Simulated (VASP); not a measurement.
# Co (Fm-3m) in VASP: notebook

Runs on Co. Level: BLYP. Tasks: single point.

All numbers are computed with VASP 6.6.1; they aren't measurements. Logs are shortened: lines on timing, memory, paths and dates and some standing lists are left out, and cuts for length are marked.

## 1. The cell of the first run

The structure is cubic, space group Fm-3m (No. 225). Conventional cell: a = 3.476 Å, b = 3.476 Å, c = 3.476 Å, α = 90.00°, β = 90.00°, γ = 90.00°. Within 3.2 Å of Co (site symmetry m-3m) lie 12 Co at 2.46 Å.

## 2. Single point, BLYP, collinear spin, ferromagnetic start (volume scaled by 0.92)

INCAR reads:

```
SYSTEM = Co
PREC     = Accurate       ! precision mode
ENCUT    = 520            ! plane-wave cutoff, eV
EDIFF    = 1E-6           ! SCF threshold, eV
ISMEAR   = -1             ! smearing method
SIGMA    = 0.05           ! smearing width, eV
LREAL    = .False.        ! projectors in reciprocal space
LASPH    = .True.         ! aspherical terms in the spheres
NELM     = 150            ! most SCF steps
ALGO     = Normal         ! electronic algorithm
ISIF     = 2              ! what is computed and relaxed
LWAVE    = .False.        ! write WAVECAR
LCHARG   = .True.         ! write CHGCAR
ISPIN    = 2              ! spin polarisation
MAGMOM   = 1.714          ! initial moments
LORBIT   = 11             ! projections on sites
LMAXMIX  = 4              ! l up to which the mixer works
GGA      = B5             ! functional
ALDAX    = 1.0          
AGGAX    = 1.0          
AGGAC    = 1.0          
ALDAC    = 0.0          
LELF     = .True.         ! ELF
LVHAR    = .True.       
NBANDS   = 14             ! bands
```

KPOINTS reads:

```
regular mesh
0
Gamma
  17 17 17
  0 0 0
```

POSCAR reads:

```
Co
1.0
    0.0000000000      1.7377978337      1.7377978337
    1.7377978337      0.0000000000      1.7377978337
    1.7377978337      1.7377978337      0.0000000000
Co
1
Direct
    0.0000000000      0.0000000000      0.0000000000
```

Potentials or basis: VASP PAW PBE potentials, release 64 (Co).

Command:

```
$ cat potpaw_PBE.64/Co/POTCAR > POTCAR
$ mpirun -np 1 vasp_std > vasp.out
```

OUTCAR:

```text
SYSTEM = Co
   PREC = Accurate
   ENCUT = 520
   EDIFF = 1E-6
   ISMEAR = -1
   LREAL = .False.
   LASPH = .True.
   NELM = 150
   ISIF = 2
   ISPIN = 2
   LORBIT = 11
   GGA = B5

 ion  position               nearest neighbor table
   1  0.000  0.000  0.000-

  LATTYP: Found a face centered cubic cell.
 ALAT       =     3.4755956674

  Lattice vectors:

 A1 = (   0.0000000000,   1.7377978337,   1.7377978337)
 A2 = (   1.7377978337,   0.0000000000,   1.7377978337)
 A3 = (   1.7377978337,   1.7377978337,   0.0000000000)

Analysis of symmetry for initial positions (statically):
=====================================================================
 Subroutine PRICEL returns:
 Original cell was already a primitive cell.

 Routine SETGRP: Setting up the symmetry group for a
 face centered cubic supercell.

 Subroutine GETGRP returns: Found 48 space group operations
 (whereof 48 operations were pure point group operations)
 out of a pool of 48 trial point group operations.

The static configuration has the point symmetry O_h .

Analysis of symmetry for dynamics (positions and initial velocities):
=====================================================================
 Subroutine PRICEL returns:
 Original cell was already a primitive cell.

 Routine SETGRP: Setting up the symmetry group for a
 face centered cubic supercell.

 Subroutine GETGRP returns: Found 48 space group operations
 (whereof 48 operations were pure point group operations)
 out of a pool of 48 trial point group operations.

The dynamic configuration has the point symmetry O_h .

Analysis of structural, dynamic, and magnetic symmetry:
=====================================================================
 Subroutine PRICEL returns:
 Original cell was already a primitive cell.

 Routine SETGRP: Setting up the symmetry group for a
 face centered cubic supercell.

 Subroutine GETGRP returns: Found 48 space group operations
 (whereof 48 operations were pure point group operations)
 out of a pool of 48 trial point group operations.

The overall configuration has the point symmetry O_h .

 Subroutine INISYM returns: Found 48 space group operations
 (whereof 48 operations are pure point group operations),
 and found     1 'primitive' translations

----------------------------------------------------------------------------------------

                                     Primitive cell

  volume of cell :      10.4961

  direct lattice vectors                    reciprocal lattice vectors
     0.000000000  1.737797834  1.737797834    -0.287720465  0.287720465  0.287720465
     1.737797834  0.000000000  1.737797834     0.287720465 -0.287720465  0.287720465
     1.737797834  1.737797834  0.000000000     0.287720465  0.287720465 -0.287720465

  length of vectors
     2.457617265  2.457617265  2.457617265     0.498346463  0.498346463  0.498346463

  position of ions in fractional coordinates (direct lattice)
     0.000000000  0.000000000  0.000000000

  ion indices of the primitive-cell ions
   primitive index   ion index
                 1           1

----------------------------------------------------------------------------------------

 KPOINTS: regular mesh

Automatic generation of k-mesh.
 Grid dimensions read from file:
 generate k-points for:   17   17   17

 Generating k-lattice:

  Cartesian coordinates                     Fractional coordinates (reciprocal lattice)
    -0.016924733  0.016924733  0.016924733     0.058823529  0.000000000  0.000000000
     0.016924733 -0.016924733  0.016924733     0.000000000  0.058823529  0.000000000
     0.016924733  0.016924733 -0.016924733     0.000000000  0.000000000  0.058823529

  Length of vectors
     0.029314498  0.029314498  0.029314498

  Shift w.r.t. Gamma in fractional coordinates (k-lattice)
     0.000000000  0.000000000  0.000000000

 Subroutine IBZKPT returns following result:
 ===========================================

 Found    165 irreducible k-points:

 Following reciprocal coordinates:
            Coordinates               Weight
  0.000000  0.000000  0.000000      1.000000
  0.058824  0.000000  0.000000      8.000000
  0.117647  0.000000  0.000000      8.000000
  0.176471  0.000000  0.000000      8.000000
  0.235294  0.000000  0.000000      8.000000
  0.294118  0.000000  0.000000      8.000000
[... 16 lines left out ...]
 -0.176471  0.058824  0.000000     24.000000
 -0.117647  0.058824  0.000000     24.000000
 [... further k-points ...]
   k-points           NKPTS =    165   k-points in BZ     NKDIM =    165   number of bands    NBANDS=     14
   number of dos      NEDOS =    301   number of ions     NIONS =      1
   total plane-waves  NPLWV =   5832
   dimension x,y,z NGX =    18 NGY =   18 NGZ =   18
   dimension x,y,z NGXF=    36 NGYF=   36 NGZF=   36
   ions per type =               1
   NGX,Y,Z   is equivalent  to a cutoff of  12.18, 12.18, 12.18 a.u.
   NGXF,Y,Z  is equivalent  to a cutoff of  24.35, 24.35, 24.35 a.u.
 SYSTEM =  Co
   PREC   = accura    normal or accurate (medium, high low for compatibility)
   ISTART =      0    job   : 0-new  1-cont  2-samecut
   ICHARG =      2    charge: 1-file 2-atom 10-const
   ISPIN  =      2    spin polarized calculation?
   LNONCOLLINEAR =      F non collinear calculations
   LSORBIT =      F    spin-orbit coupling
   LASPH  =      T    aspherical Exc in radial PAW
   ENCUT  =  520.0 eV  38.22 Ry    6.18 a.u.   4.57  4.57  4.57*2*pi/ulx,y,z
   NELM   =    150;   NELMIN=  2; NELMDL= -5     # of ELM steps
   EDIFF  = 0.1E-05   stopping-criterion for ELM
   LREAL  =      F    real-space projection
   EDIFFG = 0.1E-04   stopping-criterion for IOM
   NSW    =      0    number of steps for IOM
   IBRION =     -1    ionic relax: 0-MD 1-quasi-New 2-CG
   NFREE  =      0    steps in history (QN), initial steepest desc. (CG)
   ISIF   =      2    stress and relaxation
   ISYM   =      2    0-nonsym 1-usesym 2-fastsym
   POTIM  = 0.5000    time-step for ionic-motion
   TEBEG  =    0.0;   TEEND  =   0.0 temperature during run
   PSTRESS=    0.0 pullay stress
   NELECT =       9.0000    total number of electrons
   NUPDOWN=      -1.0000    fix difference up-down
   EMIN   =  10.00;   EMAX   =-10.00  energy-range for DOS
   EFERMI =   0.00;   METHOD = LEGACY
   ISMEAR =    -1;   SIGMA  =   0.05  broadening in eV -4-tet -1-fermi 0-gaus
   EFERMI_NEDOS =   21; number of points for ismear=-14 and -15
   IALGO  =     38    algorithm
   IMIX   =      4    mixing-type and parameters
     AMIX     =   0.40;   BMIX     =  1.00
     AMIX_MAG =   1.60;   BMIX_MAG =  1.00
  volume/ion in A,a.u.               =      10.50        70.83
  Fermi-wavevector in a.u.,A,eV,Ry     =   1.555296  2.939083 32.911758  2.418946
  Thomas-Fermi vector in A             =   2.659258
   LORBIT       =     11    0 simple, 1 ext, 2 COOP (PROOUT), +10 PAW based schemes
   GGA     = B5    functional components
   LHFCALC =     F    Hartree Fock is set to
   AEXX    =    0.0000 exact exchange contribution
   IVDW    =     0    specifies the selected vdW correction
   LEPSILON=     F    determine dielectric tensor
   LRPA    =     F    only Hartree local field effects (RPA)
 spin polarized calculation
  energy-cutoff  :      520.00
  volume of cell :       10.50
 maximum number of plane-waves:       296
   NGX =  9   NGY =  9   NGZ =  9

 number of electron       8.9999991 magnetization       1.5908889

 Free energy of the ion-electron system (eV)
  ---------------------------------------------------
  ext. energy  EPLUGINS =         0.00000000
  ---------------------------------------------------
  free energy    TOTEN  =        -6.00402599 eV

  energy without entropy =       -5.99395953  energy(sigma->0) =       -5.99899276

 E-fermi :  11.2881     XC(G=0): -12.9941

 val. band max:       11.2856106764   @ k =   0.4118   0.2941   0.1176
 cond. band min:      11.2984413114   @ k =  -0.2353   0.2353   0.0000
 fundamental gap:      0.0128306350
 Fermi energy:        11.2880645912

 spin component 1

 k-point     1 :       0.0000    0.0000    0.0000
  band No.  band energies     occupation
      1       2.2604      1.00000
      2       8.5694      1.00000
      3       8.5694      1.00000
      4       8.5694      1.00000
      5       9.6980      1.00000
      6       9.6980      1.00000
      7      34.9153      0.00000
      8      39.3446      0.00000
      9      39.3446      0.00000
     10      39.3446      0.00000
     11      42.7847      0.00000
     12      42.7847      0.00000
     13      42.7847      0.00000
     14      45.2310      0.00000
[... 375 lines left out ...]
 k-point    24 :      -0.1176    0.0588    0.0000
  band No.  band energies     occupation
      1       3.1324      1.00000
      2       8.3280      1.00000
      3       8.7605      1.00000
      4       8.7640      1.00000
      5       9.5330      1.00000
      6       9.7595      1.00000
      7      32.1854      0.00000
      8      34.7263      0.00000
      9      37.9544      0.00000
     10      40.0782      0.00000
     11      42.1764      0.00000
     12      43.2768      0.00000
     13      46.5922      0.00000
     14      46.8333      0.00000

 [... further k-points ...]

 spin component 2

 k-point     1 :       0.0000    0.0000    0.0000
  band No.  band energies     occupation
      1       2.3192      1.00000
      2      10.0597      1.00000
      3      10.0597      1.00000
      4      10.0597      1.00000
      5      11.5658      0.00385
      6      11.5658      0.00385
      7      34.6747      0.00000
      8      39.5304      0.00000
      9      39.5304      0.00000
     10      39.5304      0.00000
     11      43.1398      0.00000
     12      43.1398      0.00000
     13      43.1398      0.00000
     14      45.2261      0.00000
[... 375 lines left out ...]
 k-point    24 :      -0.1176    0.0588    0.0000
  band No.  band energies     occupation
      1       3.1983      1.00000
      2       9.7573      1.00000
      3      10.2724      1.00000
      4      10.2764      1.00000
      5      11.3673      0.17014
      6      11.6113      0.00156
      7      32.4039      0.00000
      8      34.8550      0.00000
      9      38.0714      0.00000
     10      40.3135      0.00000
     11      42.2254      0.00000
     12      43.5587      0.00000
     13      46.6846      0.00000
     14      47.4128      0.00000

 [... further k-points ...]

------------------------ aborting loop because EDIFF is reached ----------------------------------------

  FORCE on cell =-STRESS in cart. coord.  units (eV):
  Direction    XX          YY          ZZ          XY          YZ          ZX
  --------------------------------------------------------------------------------------
  -------------------------------------------------------------------------------------
  Total        1.2039215      1.2039215      1.2039215     -0.0000000      0.0000000     -0.0000000
  in kB      183.7726993    183.7726993    183.7726993     -0.0000000      0.0000000     -0.0000000
  external PRESSURE =     183.7726993 kB  Pullay stress =       0.0000000 kB

 VOLUME and BASIS-vectors are now :
 -----------------------------------------------------------------------------
  energy-cutoff  :      520.00
  volume of cell :       10.50
      direct lattice vectors                 reciprocal lattice vectors
     0.000000000  1.737797834  1.737797834    -0.287720465  0.287720465  0.287720465
     1.737797834  0.000000000  1.737797834     0.287720465 -0.287720465  0.287720465
     1.737797834  1.737797834  0.000000000     0.287720465  0.287720465 -0.287720465

 POSITION                                       TOTAL-FORCE (eV/Angst)
 -----------------------------------------------------------------------------------
      0.00000      0.00000      0.00000         0.000000      0.000000     -0.000000
 -----------------------------------------------------------------------------------
    total drift:                                0.000000      0.000000     -0.000000

  FREE ENERGIE OF THE ION-ELECTRON SYSTEM (eV)
  ---------------------------------------------------
  free  energy   TOTEN  =        -6.0040259925 eV

  energy  without entropy=       -5.9939595297  energy(sigma->0) =       -5.99899276

 total charge

# of ion       s       p       d       tot
------------------------------------------
    1        0.500   0.533   7.332   8.365

 magnetization (x)

# of ion       s       p       d       tot
------------------------------------------
    1       -0.013  -0.045   1.656   1.599
```

Run time: 84 s. Hardware: 1 thread of Intel Xeon 8259CL, shared host; peak memory 0.16 GiB.

What came out:

- Free energy: -6.0040 eV
- Pressure: 18.4 GPa
- Net moment: 1.59 μB per cell
- Site moments: Co +1.60 μB
- Valence electrons inside the program's atomic spheres: Co 8.37

Caveat: the PAW data sets were made with another functional, which shifts forces and pressure a little.

(Part 1 of 4 ends here.)
